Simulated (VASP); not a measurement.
# Si2Ni (Fm-3m) in VASP: a series of runs, part 2 of 3

VASP 6.6.1. The steps go on from the part before.

**3. Single point, revPBE+D4+U, collinear spin, ferromagnetic start**

Input file INCAR:

```
  PREC = Accurate
  ENCUT = 520
  EDIFF = 1E-6
  ISMEAR = 0
  SIGMA = 0.05
  LREAL = False
  LASPH = True
  NELM = 150
  ALGO = Normal
  ISIF = 2
  LWAVE = False
  LCHARG = False
  ISPIN = 2
  MAGMOM = 1 0 0
  LORBIT = 11
  LMAXMIX = 4
  LDAU = True
  LDAUTYPE = 2
  LDAUL = 2 -1
  LDAUU = 5 0
  LDAUJ = 0 0
  LDAUPRINT = 1
  GGA = RE
  IVDW = 13
  NBANDS = 20
```

Input file KPOINTS:

```
Automatic mesh
0
Gamma
  9 9 9
```

Input file POSCAR:

```
Si2Ni
1.0
    0.0000000000      2.7030000000      2.7030000000
    2.7030000000      0.0000000000      2.7030000000
    2.7030000000      2.7030000000      0.0000000000
Ni Si
1 2
Direct
    0.0000000000      0.0000000000      0.0000000000
    0.7500000000      0.7500000000      0.7500000000
    0.2500000000      0.2500000000      0.2500000000
```

Potentials or basis: VASP PAW PBE potentials, release 64 (Ni, Si).

Launch:

```bash
$ cat potpaw_PBE.64/Ni/POTCAR potpaw_PBE.64/Si/POTCAR > POTCAR
$ mpirun -np 1 vasp_std > vasp.out
```

Run time: 34 s. Hardware: 1 thread of AMD EPYC 9R45 (Zen 5), shared host; peak memory 0.17 GiB.

Results (log left out):

- Free energy: -15.9169 eV
- Pressure: -9.2 GPa
- Band gap on the k mesh: zero (filled and empty bands overlap)
- Net moment: 0.00 μB per cell
- Valence electrons inside the program's atomic spheres: Ni 10.01; Si 1.58
- Dispersion energy per atom: -0.814 eV

Levels at points of the mesh, in eV from the Fermi level:
Spin up:
```tsv
k point	band 5	band 6	band 7	band 8	band 9	band 10	band 11	band 12	band 13	band 14
(0.00, 0.00, 0.00)	-4.17	-4.17	-0.09	1.62	1.62	1.62	2.63	2.63	2.63	4.90
```
Spin down:
| k point | band 5 | band 6 | band 7 | band 8 | band 9 | band 10 | band 11 | band 12 | band 13 | band 14 |
| --- | --- | --- | --- | --- | --- | --- | --- | --- | --- | --- |
| (0.00, 0.00, 0.00) | -4.18 | -4.18 | -0.09 | 1.62 | 1.62 | 1.62 | 2.63 | 2.63 | 2.63 | 4.89 |

Eigenvalues of the final occupation matrices:
```tsv
site	spin	trace	eigenvalues
site 1 d	1	4.38	0.85 0.85 0.85 0.91 0.91
site 1 d	2	4.38	0.86 0.86 0.86 0.91 0.91
```

Caveat: the PAW data sets were made with another functional, which shifts forces and pressure a little; pairwise dispersion overbinds metals, which lowers pressure and volume; the U is typed as a test and isn't derived for this compound. The state reached can hang on the start; a lower one may exist.

**4. Electric field gradients, PBEsol+D3(BJ)+U, collinear spin, ferromagnetic start**

Input file INCAR:

```
SYSTEM = Si2Ni
ALGO     = Normal         ! electronic algorithm
EDIFF    = 1E-8           ! SCF threshold, eV
ENCUT    = 520            ! plane-wave cutoff, eV
GGA      = PS             ! functional
ISIF     = 2              ! what is computed and relaxed
ISMEAR   = 0              ! smearing method
ISPIN    = 2              ! spin polarisation
IVDW     = 12             ! dispersion correction
LASPH    = .True.         ! aspherical terms in the spheres
LCHARG   = .False.        ! write CHGCAR
LDAU     = .True.         ! DFT+U
LDAUJ    = 0 0          
LDAUL    = 2 -1           ! shell
LDAUPRINT= 1            
LDAUTYPE = 2            
LDAUU    = 2 0            ! U, eV
LEFG     = .True.       
LMAXMIX  = 4              ! l up to which the mixer works
LORBIT   = 11             ! projections on sites
LREAL    = .False.        ! projectors in reciprocal space
LWAVE    = .False.        ! write WAVECAR
MAGMOM   = 1 0 0          ! initial moments
NBANDS   = 20             ! bands
NELM     = 150            ! most SCF steps
PREC     = Accurate       ! precision mode
SIGMA    = 0.02           ! smearing width, eV
```

Input file KPOINTS:

```
k-points
0
Gamma
  9 9 9
  0 0 0
```

POSCAR is that of step 3.

Potentials or basis: VASP PAW PBE potentials, release 64 (Ni, Si).

Launch:

```bash
$ cat potpaw_PBE.64/Ni/POTCAR potpaw_PBE.64/Si/POTCAR > POTCAR
$ mpirun -np 1 vasp_std > vasp.out
```

OUTCAR:

```text
SYSTEM = Si2Ni
   EDIFF = 1E-8
   ENCUT = 520
   GGA = PS
   ISIF = 2
   ISMEAR = 0
   ISPIN = 2
   IVDW = 12
   LASPH = .True.
   LORBIT = 11
   LREAL = .False.
   NELM = 150
   PREC = Accurate
 IVDW          = 12

 ion  position               nearest neighbor table
   1  0.000  0.000  0.000-   2 2.34   2 2.34   3 2.34   3 2.34   2 2.34   2 2.34   3 2.34   3 2.34

   2  0.750  0.750  0.750-   1 2.34   1 2.34   1 2.34   1 2.34   3 2.70   3 2.70   3 2.70   3 2.70
                             3 2.70   3 2.70
   3  0.250  0.250  0.250-   1 2.34   1 2.34   1 2.34   1 2.34   2 2.70   2 2.70   2 2.70   2 2.70
                             2 2.70   2 2.70

  LATTYP: Found a face centered cubic cell.
 ALAT       =     5.4060000000

  Lattice vectors:

 A1 = (   0.0000000000,   2.7030000000,   2.7030000000)
 A2 = (   2.7030000000,   0.0000000000,   2.7030000000)
 A3 = (   2.7030000000,   2.7030000000,   0.0000000000)

Analysis of symmetry for initial positions (statically):
=====================================================================
 Subroutine PRICEL returns:
 Original cell was already a primitive cell.

 Routine SETGRP: Setting up the symmetry group for a
 face centered cubic supercell.

 Subroutine GETGRP returns: Found 48 space group operations
 (whereof 48 operations were pure point group operations)
 out of a pool of 48 trial point group operations.

The static configuration has the point symmetry O_h .

Analysis of symmetry for dynamics (positions and initial velocities):
=====================================================================
 Subroutine PRICEL returns:
 Original cell was already a primitive cell.

 Routine SETGRP: Setting up the symmetry group for a
 face centered cubic supercell.

 Subroutine GETGRP returns: Found 48 space group operations
 (whereof 48 operations were pure point group operations)
 out of a pool of 48 trial point group operations.

The dynamic configuration has the point symmetry O_h .

Analysis of structural, dynamic, and magnetic symmetry:
=====================================================================
 Subroutine PRICEL returns:
 Original cell was already a primitive cell.

 Routine SETGRP: Setting up the symmetry group for a
 face centered cubic supercell.

 Subroutine GETGRP returns: Found 48 space group operations
 (whereof 48 operations were pure point group operations)
 out of a pool of 48 trial point group operations.

The overall configuration has the point symmetry O_h .

 Subroutine INISYM returns: Found 48 space group operations
 (whereof 48 operations are pure point group operations),
 and found     1 'primitive' translations

----------------------------------------------------------------------------------------

[... 167 lines left out ...]
  o =  0.8908  v =  0.0000 -0.0000 -0.3156 -0.0000  0.9489  0.0000  0.0000  0.0000  0.0000  0.0000      0.0000  0.0000  0.0000  0.0000  0.0000  0.0000  0.0000  0.0000  0.0000  0.0000
  o =  0.8908  v =  0.0000  0.0000  0.0000  0.0000  0.0000  0.0000 -0.0000 -0.0305 -0.0000 -0.9995      0.0000  0.0000  0.0000  0.0000  0.0000  0.0000  0.0000  0.0000  0.0000  0.0000
  o =  0.8908  v =  0.0000  0.0000  0.0000  0.0000  0.0000  0.0000  0.0000 -0.9995 -0.0000  0.0305      0.0000  0.0000  0.0000  0.0000  0.0000  0.0000  0.0000  0.0000  0.0000  0.0000

 number of electron      17.9999999 magnetization       0.0000069

 Free energy of the ion-electron system (eV)
  ---------------------------------------------------
  ext. energy  EPLUGINS =         0.00000000
  ---------------------------------------------------
  free energy    TOTEN  =       -17.74310658 eV

  energy without entropy =      -17.74281564  energy(sigma->0) =      -17.74296111

 E-fermi :  10.3323     XC(G=0): -11.6894

 val. band max:       10.1883498795   @ k =   0.3333   0.2222   0.0000
 cond. band min:      10.3507133419   @ k =  -0.4444   0.3333   0.0000
 fundamental gap:      0.1623634624
 Fermi energy:        10.3323099214

 spin component 1

 k-point     1 :       0.0000    0.0000    0.0000
  band No.  band energies     occupation
      1      -3.5000      1.00000
      2       4.9304      1.00000
      3       4.9304      1.00000
      4       4.9304      1.00000
      5       6.5004      1.00000
      6       6.5004      1.00000
[... 1097 lines left out ...]
     19      24.0112      0.00000
     20      24.0112      0.00000

 [... further k-points ...]

------------------------ aborting loop because EDIFF is reached ----------------------------------------

 Edisp (eV)   -1.16521

 E8    (eV) :    -0.7457

  FORCE on cell =-STRESS in cart. coord.  units (eV):
  Direction    XX          YY          ZZ          XY          YZ          ZX
  --------------------------------------------------------------------------------------
  -------------------------------------------------------------------------------------
  Total      -1.73780    -1.73780    -1.73780     0.00000     0.00000     0.00000
  in kB     -70.49246   -70.49246   -70.49246     0.00000     0.00000     0.00000
  external pressure =      -70.49 kB  Pullay stress =        0.00 kB

 VOLUME and BASIS-vectors are now :
 -----------------------------------------------------------------------------
  energy-cutoff  :      520.00
  volume of cell :       39.50
      direct lattice vectors                 reciprocal lattice vectors
     0.000000000  2.703000000  2.703000000    -0.184979652  0.184979652  0.184979652
     2.703000000  0.000000000  2.703000000     0.184979652 -0.184979652  0.184979652
     2.703000000  2.703000000  0.000000000     0.184979652  0.184979652 -0.184979652

 POSITION                                       TOTAL-FORCE (eV/Angst)
 -----------------------------------------------------------------------------------
      0.00000      0.00000      0.00000         0.000000      0.000000      0.000000
      4.05450      4.05450      4.05450         0.000000      0.000000      0.000000
      1.35150      1.35150      1.35150        -0.000000     -0.000000     -0.000000
 -----------------------------------------------------------------------------------
    total drift:                               -0.000000     -0.000000      0.000000

  FREE ENERGIE OF THE ION-ELECTRON SYSTEM (eV)
  ---------------------------------------------------
  free  energy   TOTEN  =       -18.9083180480 eV

  energy  without entropy=      -18.9080271098  energy(sigma->0) =      -18.90817258

 Electric field gradients (V/A^2)
---------------------------------------------------------------------
 ion       V_xx      V_yy      V_zz      V_xy      V_xz      V_yz
---------------------------------------------------------------------
   1       0.000    -0.000    -0.000     0.002     0.002     0.002
   2      -0.000     0.000    -0.000    -0.000    -0.000    -0.000
   3      -0.000    -0.000    -0.000    -0.000    -0.000    -0.000
---------------------------------------------------------------------

 Electric field gradients after diagonalization (V/A^2)
 (convention: |V_zz| > |V_xx| > |V_yy|)
----------------------------------------------------------------------
 ion       V_xx      V_yy      V_zz     asymmetry (V_yy - V_xx)/ V_zz
----------------------------------------------------------------------
   1      -0.002    -0.002     0.004       0.000
   2       0.000     0.000    -0.000       0.000
   3       0.000     0.000    -0.000       0.000
----------------------------------------------------------------------

           NMR quadrupolar parameters

 Cq : quadrupolar parameter    Cq=e*Q*V_zz/h
 eta: asymmetry parameters     (V_yy - V_xx)/ V_zz
 Q  : nuclear electric quadrupole moment in mb (millibarn)
----------------------------------------------------------------------
 ion       Cq(MHz)       eta       Q (mb)
----------------------------------------------------------------------
   1       0.000       0.000       1.000
   2      -0.000       0.000       1.000
   3      -0.000       0.000       1.000
----------------------------------------------------------------------

 total charge

# of ion       s       p       d       tot
------------------------------------------
    1        0.557   0.783   8.563   9.903
    2        0.747   0.835   0.000   1.582
    3        0.747   0.835   0.000   1.582
--------------------------------------------------
tot          2.052   2.453   8.563  13.068

 magnetization (x)

# of ion       s       p       d       tot
------------------------------------------
    1        0.000  -0.000   0.000   0.000
    2        0.000   0.000   0.000   0.000
    3        0.000   0.000   0.000   0.000
--------------------------------------------------
tot          0.000   0.000   0.000   0.000
```

It took 38 s on 1 thread of AMD EPYC 9R45 (Zen 5), shared host; peak memory 0.18 GiB.

Results:

```
Free energy                                           : -18.9083 eV
Pressure                                              : -7.0 GPa
Band gap on the k mesh                                : zero (filled and empty bands overlap)
Net moment                                            : 0.00 μB per cell
Valence electrons inside the program's atomic spheres : Ni 9.90; Si 1.58
Dispersion energy per atom                            : -0.388 eV
```

Levels at points of the mesh, in eV from the Fermi level:
Spin up:
```csv
k point,band 6,band 7,band 8,band 9,band 10,band 11,band 12,band 13
"(0.00, 0.00, 0.00)",-3.83,-0.28,1.62,1.62,1.62,2.32,2.32,2.32
```
Spin down:
| k point | band 5 | band 6 | band 7 | band 8 | band 9 | band 10 | band 11 | band 12 | band 13 | band 14 |
| --- | --- | --- | --- | --- | --- | --- | --- | --- | --- | --- |
| (0.00, 0.00, 0.00) | -3.83 | -3.83 | -0.28 | 1.62 | 1.62 | 1.62 | 2.32 | 2.32 | 2.32 | 4.70 |

Eigenvalues of the final occupation matrices:
```csv
site,spin,trace,eigenvalues
site 1 d,1,4.30,0.84 0.84 0.84 0.89 0.89
site 1 d,2,4.30,0.84 0.84 0.84 0.89 0.89
```

Caveat: without QUAD_EFG the Cq values of the log hold for a quadrupole moment of 1 mb, not for the nuclei; the PAW data sets were made with another functional, which shifts forces and pressure a little; pairwise dispersion overbinds metals, which lowers pressure and volume; the U is typed as a test and isn't derived for this compound.

(Part 2 of 3 ends here.)
